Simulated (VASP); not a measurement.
Here is a VASP 6.6.1 calculation.

The input INCAR:

```
ALGO     = Normal         # electronic algorithm
EDIFF    = 1E-7           # SCF threshold, eV
ENCUT    = 520            # plane-wave cutoff, eV
GGA      = PE             # functional
ISIF     = 2              # what is computed and relaxed
ISMEAR   = 0              # smearing method
LASPH    = T              # aspherical terms in the spheres
LCHARG   = F              # write CHGCAR
LREAL    = F              # projectors in reciprocal space
LWAVE    = F              # write WAVECAR
NBANDS   = 37             # bands
NELM     = 60             # most SCF steps
PREC     = Accurate       # precision mode
SIGMA    = 0.1            # smearing width, eV
```

The input KPOINTS:

```
k-points
0
Gamma
  4 4 4
```

Contents of POSCAR:

```
Zr3Sb4
1.0
    6.2902099132      0.0000000000      0.0000000000
    0.0000000000      6.2902099132      0.0000000000
    0.0000000000      0.0000000000      6.2902099132
Zr Sb
3 4
Direct
    0.0000000000      0.0000000000      0.5000000000
    0.5000000000      0.0000000000      0.0000000000
    0.0000000000      0.5000000000      0.0000000000
    0.2744381441      0.7255618559      0.2744381441
    0.7255618559      0.2744381441      0.2744381441
    0.2744381441      0.2744381441      0.7255618559
    0.7255618559      0.7255618559      0.7255618559
```

Potentials or basis: VASP PAW PBE potentials, release 64 (Zr_sv, Sb).

Run with:

```console
$ cat potpaw_PBE.64/Zr_sv/POTCAR potpaw_PBE.64/Sb/POTCAR > POTCAR
$ mpirun -np 1 vasp_std > vasp.out
```

Question: Estimate the largest force.

Answer: 0.013 eV/Å.

Question: Predict the pressure.

Answer: 0.0 GPa.

Question: Estimate the band gap on the k mesh.

Answer: 0.70 eV (least direct gap 0.77 eV).

Forces in eV/Å, atoms in the order of the input:
```
Zr   0.000  0.000  0.000
Zr   0.000  0.000  0.000
Zr   0.000  0.000  0.000
Sb   0.008 -0.008  0.008
Sb  -0.008  0.008  0.008
Sb   0.008  0.008 -0.008
Sb  -0.008 -0.008 -0.008
```

Caveat: semilocal functionals underestimate gaps, and a narrow one can read as zero; spin-orbit coupling is left out, which moves the levels of the heavy elements. A k mesh can miss the band edges.
